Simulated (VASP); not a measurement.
# AlN (Imm2) in VASP: a series of runs, part 2 of 2

VASP 6.6.1.

**3. Single point, r2SCAN (all N atoms moved +0.062 Å, as atom 2 along Cartesian [1 0 0])**

File POSCAR:

```
AlN
1.0
    0.0000000000      2.1849006282      2.1849006282
    2.1849006282      0.0000000000      2.1849006282
    2.1849006282      2.1849006282      0.0000000000
Al N
1 1
Direct
    0.0000000000      0.0000000000      0.0000000000
    0.7356972900      0.7643027100      0.7643027100
```

File INCAR.step1:

```
SYSTEM = AlN
ALGO = Normal
EDIFF = 1E-4
ENCUT = 520
GGA = PE
ISMEAR = 0
LASPH = .TRUE.
LCHARG = .FALSE.
LREAL = .FALSE.
LWAVE = .TRUE.
NBANDS = 11
NELM = 100
PREC = Accurate
SIGMA = 0.05
```

File INCAR.step2:

```
SYSTEM = AlN
ALGO = Normal
EDIFF = 1E-6
ENCUT = 520
ISIF = 2
ISMEAR = 0
ISTART = 1
LASPH = .TRUE.
LCHARG = .FALSE.
LMIXTAU = .TRUE.
LREAL = .FALSE.
LWAVE = .FALSE.
METAGGA = R2SCAN
NBANDS = 11
NELM = 100
PREC = Accurate
SIGMA = 0.05
```

File KPOINTS:

```
k-points
0
G
  10 10 10
  0 0 0
```

Potentials or basis: VASP PAW PBE potentials, release 64 (Al, N).

Run with:

```
cat potpaw_PBE.64/Al/POTCAR potpaw_PBE.64/N/POTCAR > POTCAR
cp INCAR.step1 INCAR
mpirun -np 1 vasp_std > vasp.out
cp INCAR.step2 INCAR
mpirun -np 1 vasp_std > vasp.out
```

OUTCAR:

```text
SYSTEM = AlN
   EDIFF = 1E-6
   ENCUT = 520
   ISIF = 2
   ISMEAR = 0
   ISTART = 1
   LASPH = .TRUE.
   LREAL = .FALSE.
   METAGGA = R2SCAN
   NELM = 100
   PREC = Accurate

 ion  position               nearest neighbor table
   1  0.000  0.000  0.000-   2 1.86   2 1.86   2 1.93   2 1.93
   2  0.736  0.764  0.764-   1 1.86   1 1.86   1 1.93   1 1.93

  LATTYP: Found a face centered cubic cell.
 ALAT       =     4.3698012564

  Lattice vectors:

 A1 = (   0.0000000000,   2.1849006282,   2.1849006282)
 A2 = (   2.1849006282,   0.0000000000,   2.1849006282)
 A3 = (   2.1849006282,   2.1849006282,   0.0000000000)

Analysis of symmetry for initial positions (statically):
=====================================================================
 Subroutine PRICEL returns:
 Original cell was already a primitive cell.

 Routine SETGRP: Setting up the symmetry group for a
 face centered cubic supercell.

 Subroutine GETGRP returns: Found  4 space group operations
 (whereof  4 operations were pure point group operations)
 out of a pool of 48 trial point group operations.

The static configuration has the point symmetry C_2v.

Analysis of symmetry for dynamics (positions and initial velocities):
=====================================================================
 Subroutine PRICEL returns:
 Original cell was already a primitive cell.

 Routine SETGRP: Setting up the symmetry group for a
 face centered cubic supercell.

 Subroutine GETGRP returns: Found  4 space group operations
 (whereof  4 operations were pure point group operations)
 out of a pool of 48 trial point group operations.

The dynamic configuration has the point symmetry C_2v.

 Subroutine INISYM returns: Found  4 space group operations
 (whereof  4 operations are pure point group operations),
 and found     1 'primitive' translations

----------------------------------------------------------------------------------------

                                     Primitive cell

  volume of cell :      20.8605

  direct lattice vectors                    reciprocal lattice vectors
     0.000000000  2.184900628  2.184900628    -0.228843360  0.228843360  0.228843360
     2.184900628  0.000000000  2.184900628     0.228843360 -0.228843360  0.228843360
     2.184900628  2.184900628  0.000000000     0.228843360  0.228843360 -0.228843360

  length of vectors
     3.089916101  3.089916101  3.089916101     0.396368326  0.396368326  0.396368326

  position of ions in fractional coordinates (direct lattice)
     0.000000000  0.000000000  0.000000000
     0.735697290  0.764302710  0.764302710

  ion indices of the primitive-cell ions
   primitive index   ion index
                 1           1
                 2           2

----------------------------------------------------------------------------------------

 KPOINTS: k-points

Automatic generation of k-mesh.
 Grid dimensions read from file:
 generate k-points for:   10   10   10

 Generating k-lattice:

  Cartesian coordinates                     Fractional coordinates (reciprocal lattice)
    -0.022884336  0.022884336  0.022884336     0.100000000  0.000000000  0.000000000
     0.022884336 -0.022884336  0.022884336     0.000000000  0.100000000  0.000000000
     0.022884336  0.022884336 -0.022884336     0.000000000  0.000000000  0.100000000

  Length of vectors
     0.039636833  0.039636833  0.039636833

  Shift w.r.t. Gamma in fractional coordinates (k-lattice)
     0.000000000  0.000000000  0.000000000

 Subroutine IBZKPT returns following result:
 ===========================================

 Found    171 irreducible k-points:

 Following reciprocal coordinates:
            Coordinates               Weight
  0.000000  0.000000  0.000000      1.000000
  0.100000  0.000000  0.000000      4.000000
  0.000000  0.100000  0.000000      4.000000
  0.200000  0.000000  0.000000      4.000000
  0.000000  0.200000  0.000000      4.000000
  0.300000  0.000000  0.000000      4.000000
[... 16 lines left out ...]
  0.000000  0.400000  0.100000      4.000000
  0.100000  0.000000  0.400000      8.000000
 [... further k-points ...]
   k-points           NKPTS =    171   k-points in BZ     NKDIM =    171   number of bands    NBANDS=     11
   number of dos      NEDOS =    301   number of ions     NIONS =      2
   total plane-waves  NPLWV =  13824
   dimension x,y,z NGX =    24 NGY =   24 NGZ =   24
   dimension x,y,z NGXF=    48 NGYF=   48 NGZF=   48
   ions per type =               1   1
   NGX,Y,Z   is equivalent  to a cutoff of  12.91, 12.91, 12.91 a.u.
   NGXF,Y,Z  is equivalent  to a cutoff of  25.83, 25.83, 25.83 a.u.
 SYSTEM =  AlN
   PREC   = accura    normal or accurate (medium, high low for compatibility)
   ISTART =      1    job   : 0-new  1-cont  2-samecut
   ICHARG =      0    charge: 1-file 2-atom 10-const
   ISPIN  =      1    spin polarized calculation?
   LNONCOLLINEAR =      F non collinear calculations
   LSORBIT =      F    spin-orbit coupling
   LASPH  =      T    aspherical Exc in radial PAW
   ENCUT  =  520.0 eV  38.22 Ry    6.18 a.u.   5.75  5.75  5.75*2*pi/ulx,y,z
   NELM   =    100;   NELMIN=  2; NELMDL=  0     # of ELM steps
   EDIFF  = 0.1E-05   stopping-criterion for ELM
   LREAL  =      F    real-space projection
   EDIFFG = 0.1E-04   stopping-criterion for IOM
   NSW    =      0    number of steps for IOM
   IBRION =     -1    ionic relax: 0-MD 1-quasi-New 2-CG
   NFREE  =      0    steps in history (QN), initial steepest desc. (CG)
   ISIF   =      2    stress and relaxation
   ISYM   =      2    0-nonsym 1-usesym 2-fastsym
   POTIM  = 0.5000    time-step for ionic-motion
   TEBEG  =    0.0;   TEEND  =   0.0 temperature during run
   PSTRESS=    0.0 pullay stress
   NELECT =       8.0000    total number of electrons
   NUPDOWN=      -1.0000    fix difference up-down
   EMIN   =  10.00;   EMAX   =-10.00  energy-range for DOS
   EFERMI =   0.00;   METHOD = LEGACY
   ISMEAR =     0;   SIGMA  =   0.05  broadening in eV -4-tet -1-fermi 0-gaus
   EFERMI_NEDOS =   21; number of points for ismear=-14 and -15
   IALGO  =     38    algorithm
   IMIX   =      4    mixing-type and parameters
     AMIX     =   0.40;   BMIX     =  1.00
     AMIX_MAG =   1.60;   BMIX_MAG =  1.00
  volume/ion in A,a.u.               =      10.43        70.39
  Fermi-wavevector in a.u.,A,eV,Ry     =   1.189405  2.247650 19.247952  1.414685
  Thomas-Fermi vector in A             =   2.325513
   LORBIT       =      0    0 simple, 1 ext, 2 COOP (PROOUT), +10 PAW based schemes
   METAGGA = R2SCAN    functional components
   LHFCALC =     F    Hartree Fock is set to
   AEXX    =    0.0000 exact exchange contribution
   IVDW    =     0    specifies the selected vdW correction
   LEPSILON=     F    determine dielectric tensor
   LRPA    =     F    only Hartree local field effects (RPA)
 non-spin polarized calculation
 Gauss-broadening in eV      SIGMA  =   0.05
  energy-cutoff  :      520.00
  volume of cell :       20.86
 maximum number of plane-waves:       588
   NGX = 11   NGY = 11   NGZ = 11

 number of electron       8.0000000 magnetization

 Free energy of the ion-electron system (eV)
  ---------------------------------------------------
  ext. energy  EPLUGINS =         0.00000000
  ---------------------------------------------------
  free energy    TOTEN  =       -19.15046262 eV

  energy without entropy =      -19.15046262  energy(sigma->0) =      -19.15046262

 E-fermi :   6.1019     XC(G=0): -11.4121

 val. band max:        5.8476251546   @ k =   0.0000   0.0000   0.0000
 cond. band min:       9.6119512003   @ k =   0.5000   0.5000   0.0000
 fundamental gap:      3.7643260456
 Fermi energy:         6.1019315735

 k-point     1 :       0.0000    0.0000    0.0000
  band No.  band energies     occupation
      1     -10.0545      2.00000
      2       5.5059      2.00000
      3       5.6842      2.00000
      4       5.8476      2.00000
      5      10.5530      0.00000
      6      19.1675      0.00000
      7      19.1959      0.00000
      8      19.2109      0.00000
      9      24.1847      0.00000
     10      24.1998      0.00000
     11      25.6610      0.00000
[... 309 lines left out ...]
 k-point    24 :       0.1000    0.0000    0.4000
  band No.  band energies     occupation
      1      -8.3974      2.00000
      2       0.8216      2.00000
      3       4.8098      2.00000
      4       5.0423      2.00000
      5      13.8422      0.00000
      6      16.0781      0.00000
      7      18.3038      0.00000
      8      18.5466      0.00000
      9      23.3062      0.00000
     10      25.6324      0.00000
     11      26.5336      0.00000

 [... further k-points ...]

------------------------ aborting loop because EDIFF is reached ----------------------------------------

  FORCE on cell =-STRESS in cart. coord.  units (eV):
  Direction    XX          YY          ZZ          XY          YZ          ZX
  --------------------------------------------------------------------------------------
  -------------------------------------------------------------------------------------
  Total       -0.0524756      0.0470978      0.0470978      0.0000000      0.5525100      0.0000000
  in kB       -4.0303503      3.6173101      3.6173101      0.0000000     42.4351432      0.0000000
  external PRESSURE =       1.0680900 kB  Pullay stress =       0.0000000 kB

 VOLUME and BASIS-vectors are now :
 -----------------------------------------------------------------------------
  energy-cutoff  :      520.00
  volume of cell :       20.86
      direct lattice vectors                 reciprocal lattice vectors
     0.000000000  2.184900628  2.184900628    -0.228843360  0.228843360  0.228843360
     2.184900628  0.000000000  2.184900628     0.228843360 -0.228843360  0.228843360
     2.184900628  2.184900628  0.000000000     0.228843360  0.228843360 -0.228843360

 POSITION                                       TOTAL-FORCE (eV/Angst)
 -----------------------------------------------------------------------------------
      0.00000      0.00000      0.00000         0.942190      0.000000      0.000000
      3.33985      3.27735      3.27735        -0.942190      0.000000      0.000000
 -----------------------------------------------------------------------------------
    total drift:                                0.016554      0.000010      0.000010

  FREE ENERGIE OF THE ION-ELECTRON SYSTEM (eV)
  ---------------------------------------------------
  free  energy   TOTEN  =       -19.1504626224 eV

  energy  without entropy=      -19.1504626224  energy(sigma->0) =      -19.15046262
```

OUTCAR.step1:

```text
SYSTEM = AlN
   EDIFF = 1E-4
   ENCUT = 520
   GGA = PE
   ISMEAR = 0
   LASPH = .TRUE.
   LREAL = .FALSE.
[... 556 lines left out ...]
      0.00000      0.00000      0.00000         0.908151      0.000000      0.000000
      3.33985      3.27735      3.27735        -0.908151     -0.000000     -0.000000
 -----------------------------------------------------------------------------------
    total drift:                                0.004414     -0.000000     -0.000000

  FREE ENERGIE OF THE ION-ELECTRON SYSTEM (eV)
  ---------------------------------------------------
  free  energy   TOTEN  =       -14.8126608459 eV

  energy  without entropy=      -14.8126608459  energy(sigma->0) =      -14.81266085
```

Run time: 96 s. Hardware: 1 thread of Intel Xeon Platinum 8488C (Sapphire Rapids), shared host; peak memory 0.16 GiB.

Results:

```
Free energy            : -19.1505 eV
Pressure               : 0.1 GPa
Largest force          : 0.942 eV/Å
Band gap on the k mesh : 3.76 eV (least direct gap 4.71 eV)
```

Forces in eV/Å, atoms in the order of the input:
```
Al   0.942  0.000  0.000
N   -0.942  0.000  0.000
```

Caveat: the cell differs from its parent crystal (all N atoms moved +0.062 Å, as atom 2 along Cartesian [1 0 0]); the PAW data sets were made with another functional, which shifts forces and pressure a little. A k mesh can miss the band edges.
